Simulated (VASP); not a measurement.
# NaLi26F27 (a cell with a defect): electric field gradients with PBE

NaLi26F27 (a cell with a defect):

```xyz
54
Lattice="0.0000 6.0420 6.0420 6.0420 0.0000 6.0420 6.0420 6.0420 0.0000" Properties=species:S:1:pos:R:3 pbc="T T T"
Na    0.0000    0.0000    0.0000
Li    2.0140    2.0140    0.0000
Li    4.0280    4.0280    0.0000
Li    2.0140    0.0000    2.0140
Li    4.0280    2.0140    2.0140
Li    6.0420    4.0280    2.0140
Li    4.0280    0.0000    4.0280
Li    6.0420    2.0140    4.0280
Li    8.0560    4.0280    4.0280
Li    0.0000    2.0140    2.0140
Li    2.0140    4.0280    2.0140
Li    4.0280    6.0420    2.0140
Li    2.0140    2.0140    4.0280
Li    4.0280    4.0280    4.0280
Li    6.0420    6.0420    4.0280
Li    4.0280    2.0140    6.0420
Li    6.0420    4.0280    6.0420
Li    8.0560    6.0420    6.0420
Li    0.0000    4.0280    4.0280
Li    2.0140    6.0420    4.0280
Li    4.0280    8.0560    4.0280
Li    2.0140    4.0280    6.0420
Li    4.0280    6.0420    6.0420
Li    6.0420    8.0560    6.0420
Li    4.0280    4.0280    8.0560
Li    6.0420    6.0420    8.0560
Li    8.0560    8.0560    8.0560
F     2.0140    2.0140    2.0140
F     4.0280    4.0280    2.0140
F     6.0420    6.0420    2.0140
F     4.0280    2.0140    4.0280
F     6.0420    4.0280    4.0280
F     8.0560    6.0420    4.0280
F     6.0420    2.0140    6.0420
F     8.0560    4.0280    6.0420
F    10.0700    6.0420    6.0420
F     2.0140    4.0280    4.0280
F     4.0280    6.0420    4.0280
F     6.0420    8.0560    4.0280
F     4.0280    4.0280    6.0420
F     6.0420    6.0420    6.0420
F     8.0560    8.0560    6.0420
F     6.0420    4.0280    8.0560
F     8.0560    6.0420    8.0560
F    10.0700    8.0560    8.0560
F     2.0140    6.0420    6.0420
F     4.0280    8.0560    6.0420
F     6.0420   10.0700    6.0420
F     4.0280    6.0420    8.0560
F     6.0420    8.0560    8.0560
F     8.0560   10.0700    8.0560
F     6.0420    6.0420   10.0700
F     8.0560    8.0560   10.0700
F    10.0700   10.0700   10.0700
```

```json
{
  "Program": "VASP 6.6.1",
  "Task": "electric field gradients",
  "Functional": "PBE",
  "Potentials or basis": "VASP PAW PBE potentials, release 64 (Na_pv, Li_sv, F)",
  "Cutoff": "520 eV",
  "k mesh": "3 × 3 × 3",
  "Occupations": "fermi-dirac, width 0.01 eV",
  "Spin": "no spin polarisation",
  "Dipole correction": "no",
  "Further INCAR settings": "LREAL = Auto; ALGO = Normal; EDIFF = 1e-08; NBANDS = 170"
}
```

The largest force is 1.321 eV/Å. The band gap on the k mesh is 9.09 eV. The largest electric field gradient by atom is Na -0.0; Li +0.1, -0.0, +0.0, -0.1 (each value once); F +0.6, -19.2, -0.3, +0.0 (each value once) V/Å².

Forces on the atoms (eV/Å):
```
Na   0.000  0.000  0.000
Li   0.043  0.043  0.000
Li  -0.043 -0.043  0.000
Li   0.043  0.000  0.043
Li   0.008 -0.008 -0.008
Li   0.000 -0.043  0.043
Li  -0.043  0.000 -0.043
Li   0.000  0.043 -0.043
Li  -0.008  0.008  0.008
Li   0.000  0.043  0.043
Li  -0.008  0.008 -0.008
Li  -0.043  0.000  0.043
Li  -0.008 -0.008  0.008
Li   0.008  0.008  0.008
Li   0.000  0.000 -0.011
Li  -0.043  0.043  0.000
Li   0.000 -0.011  0.000
Li   0.011  0.000  0.000
Li   0.000 -0.043 -0.043
Li   0.043  0.000 -0.043
Li   0.008 -0.008  0.008
Li   0.043 -0.043  0.000
Li  -0.011  0.000  0.000
Li   0.000  0.011  0.000
Li   0.008  0.008 -0.008
Li   0.000  0.000  0.011
Li  -0.008 -0.008 -0.008
F   -0.006 -0.006 -0.006
F    0.006  0.006 -0.006
F    0.000  0.000  1.321
F    0.006 -0.006  0.006
F    0.000 -0.007 -0.007
F    0.007  0.000 -0.007
F    0.000  1.321  0.000
F    0.007 -0.007  0.000
F   -1.321  0.000  0.000
F   -0.006  0.006  0.006
F   -0.007  0.000 -0.007
F    0.000  0.007 -0.007
F   -0.007 -0.007  0.000
F    0.000  0.000  0.000
F    0.007  0.007  0.000
F    0.000 -0.007  0.007
F    0.007  0.000  0.007
F    0.006 -0.006 -0.006
F    1.321  0.000  0.000
F   -0.007  0.007  0.000
F    0.000 -1.321  0.000
F   -0.007  0.000  0.007
F    0.000  0.007  0.007
F   -0.006  0.006 -0.006
F    0.000  0.000 -1.321
F   -0.006 -0.006  0.006
F    0.006  0.006  0.006
```

Levels at points of the mesh, in eV from the valence-band top:
```
           k point  band 135  band 136  band 137  band 138  band 139  band 140
(0.00, 0.00, 0.00)      0.00      0.00      0.00      9.09     10.65     10.67
```

Electric field gradients, principal values (V/Å²):
```
 atom   least  middle  greatest (by size)
 1 Na   0.003   0.003              -0.007
 2 Li  -0.004  -0.082               0.087
 3 Li  -0.004  -0.082               0.087
 4 Li  -0.004  -0.082               0.087
 5 Li   0.001   0.006              -0.007
 6 Li  -0.009  -0.072               0.081
 7 Li  -0.004  -0.082               0.087
 8 Li  -0.009  -0.072               0.081
 9 Li   0.001   0.006              -0.007
10 Li  -0.004  -0.082               0.087
11 Li   0.001   0.006              -0.007
12 Li  -0.009  -0.072               0.081
13 Li   0.001   0.006              -0.007
14 Li  -0.002  -0.002               0.004
15 Li   0.023   0.028              -0.051
16 Li  -0.009  -0.072               0.081
17 Li   0.023   0.028              -0.051
18 Li   0.023   0.028              -0.051
19 Li  -0.004  -0.082               0.087
20 Li  -0.009  -0.072               0.081
21 Li   0.001   0.006              -0.007
22 Li  -0.009  -0.072               0.081
23 Li   0.023   0.028              -0.051
24 Li   0.023   0.028              -0.051
25 Li   0.001   0.006              -0.007
26 Li   0.023   0.028              -0.051
27 Li  -0.002  -0.002               0.004
 28 F  -0.299  -0.299               0.598
 29 F  -0.293  -0.296               0.590
 30 F   9.623   9.627             -19.250
 31 F  -0.293  -0.296               0.590
 32 F   0.099   0.189              -0.288
 33 F   0.095   0.185              -0.280
 34 F   9.623   9.627             -19.250
 35 F   0.095   0.185              -0.280
 36 F   9.623   9.627             -19.250
 37 F  -0.293  -0.296               0.590
 38 F   0.099   0.189              -0.288
 39 F   0.095   0.185              -0.280
 40 F   0.099   0.189              -0.288
 41 F  -0.006  -0.006               0.012
 42 F   0.099   0.189              -0.288
 43 F   0.095   0.185              -0.280
 44 F   0.099   0.189              -0.288
 45 F  -0.293  -0.296               0.590
 46 F   9.623   9.627             -19.250
 47 F   0.095   0.185              -0.280
 48 F   9.623   9.627             -19.250
 49 F   0.095   0.185              -0.280
 50 F   0.099   0.189              -0.288
 51 F  -0.293  -0.296               0.590
 52 F   9.623   9.627             -19.250
 53 F  -0.293  -0.296               0.590
 54 F  -0.299  -0.299               0.598
```

Run time: 15 min on 1 thread of Intel(R) Xeon(R) Platinum 8375C CPU @ 2.90GHz (Ice Lake) (shared host), peak memory 0.65 GiB.

Caveat: without QUAD_EFG the Cq values of the log hold for a quadrupole moment of 1 mb, not for the nuclei.
